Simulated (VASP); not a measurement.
# Ni in VASP: single point with LDA

Aim: the single point of Ni with LDA.

Program: VASP 6.6.1. These are calculated values, not measurements. Logs are shortened: lines on timing, memory, paths and dates and some standing lists are left out, and cuts for length are marked.

### 1 The cell of the first run

The cell holds a slab with vacuum, 6 atoms: a = 2.421 Å, b = 2.421 Å, c = 24.884 Å, α = 90.00°, β = 90.00°, γ = 120.00°.

### 2 Single point, LDA, collinear spin, ferromagnetic start

The input, INCAR:

```
SYSTEM = Ni
PREC = Accurate
ENCUT = 520
EDIFF = 1E-6
ISMEAR = 0
SIGMA = 0.1
LREAL = .False.
LASPH = .True.
NELM = 150
ALGO = Normal
ISIF = 2
LWAVE = .False.
LCHARG = .False.
ISPIN = 2
MAGMOM = 0.7 0.7 0.7 0.7 0.7 0.7
LORBIT = 11
LMAXMIX = 4
LDIPOL = .True.
IDIPOL = 3
DIPOL = 0.5 0.5 0.500
GGA = CA
NBANDS = 43
```

The input, KPOINTS:

```
regular mesh
0
Gamma
  15 15 1
  0 0 0
```

The input, POSCAR:

```
Ni
1.0
    2.4211813597      0.0000000000      0.0000000000
   -1.2105906799      2.0968045647      0.0000000000
    0.0000000000      0.0000000000     24.8844315101
Ni
6
Direct
    0.6666666667      0.3333333333      0.3013932626
    0.3333333333      0.6666666667      0.3808359575
    0.0000000000      0.0000000000      0.4602786525
    0.6666666667      0.3333333333      0.5397213475
    0.3333333333      0.6666666667      0.6191640425
    0.0000000000      0.0000000000      0.6986067374
```

Potentials or basis: VASP PAW LDA potentials, release 64 (Ni).

Started as:

```sh
$ cat potpaw_LDA.64/Ni/POTCAR > POTCAR
$ mpirun -np 1 vasp_std > vasp.out
```

OUTCAR:

```text
SYSTEM = Ni
   PREC = Accurate
   ENCUT = 520
   EDIFF = 1E-6
   ISMEAR = 0
   LREAL = .False.
   LASPH = .True.
   NELM = 150
   ISIF = 2
   ISPIN = 2
   LORBIT = 11
   GGA = CA

 ion  position               nearest neighbor table
   1  0.667  0.333  0.301-   2 2.42   2 2.42   2 2.42
   2  0.333  0.667  0.381-   1 2.42   1 2.42   1 2.42   3 2.42   3 2.42   3 2.42
   3  0.000  0.000  0.460-   4 2.42   2 2.42   4 2.42   2 2.42   4 2.42   2 2.42
   4  0.667  0.333  0.540-   5 2.42   3 2.42   5 2.42   3 2.42   3 2.42   5 2.42
   5  0.333  0.667  0.619-   6 2.42   6 2.42   6 2.42   4 2.42   4 2.42   4 2.42
   6  0.000  0.000  0.699-   5 2.42   5 2.42   5 2.42

  LATTYP: Found a hexagonal cell.
 ALAT       =     2.4211813597
 C/A-ratio  =    10.2778056714

  Lattice vectors:

 A1 = (   2.4211813597,   0.0000000000,   0.0000000000)
 A2 = (  -1.2105906799,   2.0968045647,   0.0000000000)
 A3 = (   0.0000000000,   0.0000000000,  24.8844315101)

Analysis of symmetry for initial positions (statically):
=====================================================================
 Subroutine PRICEL returns:
 Original cell was already a primitive cell.

 Routine SETGRP: Setting up the symmetry group for a
 hexagonal supercell.

 Subroutine GETGRP returns: Found 12 space group operations
 (whereof  6 operations were pure point group operations)
 out of a pool of 24 trial point group operations.

The static configuration has the point symmetry C_3v.
 The point group associated with its full space group is D_3d.

Analysis of symmetry for dynamics (positions and initial velocities):
=====================================================================
 Subroutine PRICEL returns:
 Original cell was already a primitive cell.

 Routine SETGRP: Setting up the symmetry group for a
 hexagonal supercell.

 Subroutine GETGRP returns: Found 12 space group operations
 (whereof  6 operations were pure point group operations)
 out of a pool of 24 trial point group operations.

The dynamic configuration has the point symmetry C_3v.
 The point group associated with its full space group is D_3d.

Analysis of structural, dynamic, and magnetic symmetry:
=====================================================================
 Subroutine PRICEL returns:
 Original cell was already a primitive cell.

 Routine SETGRP: Setting up the symmetry group for a
 hexagonal supercell.

 Subroutine GETGRP returns: Found 12 space group operations
 (whereof  6 operations were pure point group operations)
 out of a pool of 24 trial point group operations.

The overall configuration has the point symmetry C_3v.
 The point group associated with its full space group is D_3d.

 Subroutine INISYM returns: Found 12 space group operations
 (whereof  6 operations are pure point group operations),
 and found     1 'primitive' translations

----------------------------------------------------------------------------------------

                                     Primitive cell

  volume of cell :     126.3319

  direct lattice vectors                    reciprocal lattice vectors
     2.421181360  0.000000000  0.000000000     0.413021518  0.238458084  0.000000000
    -1.210590680  2.096804565  0.000000000     0.000000000  0.476916169  0.000000000
     0.000000000  0.000000000 24.884431510     0.000000000  0.000000000  0.040185768

  length of vectors
     2.421181360  2.421181360 24.884431510     0.476916169  0.476916169  0.040185768

  position of ions in fractional coordinates (direct lattice)
     0.666666667  0.333333333  0.301393263
     0.333333333  0.666666667  0.380835957
     0.000000000  0.000000000  0.460278653
     0.666666667  0.333333333  0.539721347
     0.333333333  0.666666667  0.619164043
     0.000000000  0.000000000  0.698606737

  ion indices of the primitive-cell ions
   primitive index   ion index
                 1           1
                 2           2
                 3           3
                 4           4
                 5           5
                 6           6

----------------------------------------------------------------------------------------

 KPOINTS: regular mesh

Automatic generation of k-mesh.
 Grid dimensions read from file:
[... 48 lines left out ...]
   number of dos      NEDOS =    301   number of ions     NIONS =      6
   total plane-waves  NPLWV =  62208
   dimension x,y,z NGX =    18 NGY =   18 NGZ =  192
   dimension x,y,z NGXF=    36 NGYF=   36 NGZF=  384
   ions per type =               6
   NGX,Y,Z   is equivalent  to a cutoff of  12.36, 12.36, 12.83 a.u.
   NGXF,Y,Z  is equivalent  to a cutoff of  24.72, 24.72, 25.65 a.u.
 SYSTEM =  Ni
   PREC   = accura    normal or accurate (medium, high low for compatibility)
   ISTART =      0    job   : 0-new  1-cont  2-samecut
   ICHARG =      2    charge: 1-file 2-atom 10-const
   ISPIN  =      2    spin polarized calculation?
   LNONCOLLINEAR =      F non collinear calculations
   LSORBIT =      F    spin-orbit coupling
   LASPH  =      T    aspherical Exc in radial PAW
   ENCUT  =  520.0 eV  38.22 Ry    6.18 a.u.   4.50  4.50 46.27*2*pi/ulx,y,z
   NELM   =    150;   NELMIN=  2; NELMDL= -5     # of ELM steps
   EDIFF  = 0.1E-05   stopping-criterion for ELM
   LREAL  =      F    real-space projection
[... 7 lines left out ...]
   TEBEG  =    0.0;   TEEND  =   0.0 temperature during run
   PSTRESS=    0.0 pullay stress
   NELECT =      60.0000    total number of electrons
   NUPDOWN=      -1.0000    fix difference up-down
   EMIN   =  10.00;   EMAX   =-10.00  energy-range for DOS
   EFERMI =   0.00;   METHOD = LEGACY
   ISMEAR =     0;   SIGMA  =   0.10  broadening in eV -4-tet -1-fermi 0-gaus
   EFERMI_NEDOS =   21; number of points for ismear=-14 and -15
   IALGO  =     38    algorithm
   IMIX   =      4    mixing-type and parameters
     AMIX     =   0.40;   BMIX     =  1.00
     AMIX_MAG =   1.60;   BMIX_MAG =  1.00
  volume/ion in A,a.u.               =      21.06       142.09
  Fermi-wavevector in a.u.,A,eV,Ry     =   1.277284  2.413717 22.197296  1.631455
  Thomas-Fermi vector in A             =   2.409893
   LORBIT       =     11    0 simple, 1 ext, 2 COOP (PROOUT), +10 PAW based schemes
   GGA     = CA    functional components
   LHFCALC =     F    Hartree Fock is set to
   AEXX    =    0.0000 exact exchange contribution
   IVDW    =     0    specifies the selected vdW correction
   LEPSILON=     F    determine dielectric tensor
   LRPA    =     F    only Hartree local field effects (RPA)
 spin polarized calculation
 Gauss-broadening in eV      SIGMA  =   0.10
  energy-cutoff  :      520.00
  volume of cell :      126.33
 maximum number of plane-waves:      3457
 NGX is ok and might be reduce to    18
   NGX =  9   NGY =  9   NGZ = 93

 dipolmoment           0.000000      0.000000      0.000000 electrons x Angstroem

 number of electron      59.9999945 magnetization       3.6804521

 dipolmoment           0.000000      0.000000     -0.000000 electrons x Angstroem

 Free energy of the ion-electron system (eV)
  ---------------------------------------------------
  ext. energy  EPLUGINS =         0.00000000
  ---------------------------------------------------
  free energy    TOTEN  =       -37.89933669 eV

  energy without entropy =      -37.83981512  energy(sigma->0) =      -37.86957591

 E-fermi :   2.0462     XC(G=0):  -7.5117

 val. band max:        2.0448854168   @ k =   0.2667   0.0000   0.0000
 cond. band min:       2.0493408684   @ k =   0.4000   0.0000   0.0000
 fundamental gap:      0.0044554516
 Fermi energy:         2.0461838967

 spin component 1

 k-point     1 :       0.0000    0.0000    0.0000
  band No.  band energies     occupation
      1      -7.2742      1.00000
      2      -6.5367      1.00000
      3      -5.4381      1.00000
      4      -4.2324      1.00000
      5      -3.4054      1.00000
      6      -3.2107      1.00000
[... 1069 lines left out ...]
     41      11.8670      0.00000
     42      11.9982      0.00000

 [... further k-points ...]

 spin component 2

 k-point     1 :       0.0000    0.0000    0.0000
  band No.  band energies     occupation
      1      -7.2275      1.00000
      2      -6.4868      1.00000
      3      -5.3797      1.00000
      4      -4.1255      1.00000
      5      -3.1648      1.00000
      6      -2.8568      1.00000
[... 1069 lines left out ...]
     41      12.0620      0.00000
     42      12.1969      0.00000

 [... further k-points ...]

 [bands above 42 left out]

------------------------ aborting loop because EDIFF is reached ----------------------------------------

 vacuum level on the upper side and lower side of the slab       (xc-potential included)        -0.009        -0.009

  FORCE on cell =-STRESS in cart. coord.  units (eV):
  Direction    XX          YY          ZZ          XY          YZ          ZX
  --------------------------------------------------------------------------------------
  -------------------------------------------------------------------------------------
  Total       -2.1420003     -2.1420003     -0.8413642      0.0000000      0.0000000      0.0000000
  in kB      -27.1654631    -27.1654631    -10.6704226      0.0000000      0.0000000      0.0000000
  external PRESSURE =     -21.6671163 kB  Pullay stress =       0.0000000 kB

 VOLUME and BASIS-vectors are now :
 -----------------------------------------------------------------------------
  energy-cutoff  :      520.00
  volume of cell :      126.33
      direct lattice vectors                 reciprocal lattice vectors
     2.421181360  0.000000000  0.000000000     0.413021518  0.238458084  0.000000000
    -1.210590680  2.096804565  0.000000000     0.000000000  0.476916169  0.000000000
     0.000000000  0.000000000 24.884431510     0.000000000  0.000000000  0.040185768

 POSITION                                       TOTAL-FORCE (eV/Angst)
 -----------------------------------------------------------------------------------
      1.21059      0.69893      7.50000         0.000000      0.000000      0.173330
     -0.00000      1.39787      9.47689         0.000000      0.000000     -0.135027
      0.00000      0.00000     11.45377        -0.000000     -0.000000     -0.039923
      1.21059      0.69893     13.43066         0.000000     -0.000000      0.039923
     -0.00000      1.39787     15.40755        -0.000000     -0.000000      0.135027
      0.00000      0.00000     17.38443        -0.000000      0.000000     -0.173330
 -----------------------------------------------------------------------------------
    total drift:                               -0.000000      0.000000      0.000000

  FREE ENERGIE OF THE ION-ELECTRON SYSTEM (eV)
  ---------------------------------------------------
  free  energy   TOTEN  =       -37.8993366897 eV

  energy  without entropy=      -37.8398151233  energy(sigma->0) =      -37.86957591

 vacuum level on the upper side and lower side of the slab         7.547         7.547

 total charge

# of ion       s       p       d       tot
------------------------------------------
    1        0.521   0.436   8.344   9.301
    2        0.531   0.568   8.366   9.465
    3        0.536   0.571   8.368   9.475
    4        0.536   0.571   8.368   9.475
    5        0.531   0.568   8.366   9.465
    6        0.521   0.436   8.344   9.301
--------------------------------------------------
tot          3.176   3.150  50.156  56.482

 magnetization (x)

# of ion       s       p       d       tot
------------------------------------------
    1       -0.005  -0.019   0.629   0.605
    2       -0.005  -0.020   0.664   0.639
    3       -0.005  -0.021   0.629   0.603
    4       -0.005  -0.021   0.629   0.603
    5       -0.005  -0.020   0.664   0.639
    6       -0.005  -0.019   0.629   0.605
--------------------------------------------------
tot         -0.030  -0.118   3.844   3.695
```

It took 15 min on 1 thread of Intel Xeon 8259CL, shared host; peak memory 0.34 GiB.

What came out:

- Free energy: -37.8993 eV
- Largest force: 0.173 eV/Å
- Net moment: 3.68 μB per cell
- Site moments: Ni +0.60, +0.64 (each value once) μB
- Valence electrons inside the program's atomic spheres: Ni 9.30, 9.46, 9.47 (each value once)

Forces in eV/Å, atoms in the order of the input:
```
Ni   0.000  0.000  0.173
Ni   0.000  0.000 -0.135
Ni   0.000  0.000 -0.040
Ni   0.000  0.000  0.040
Ni   0.000  0.000  0.135
Ni   0.000  0.000 -0.173
```
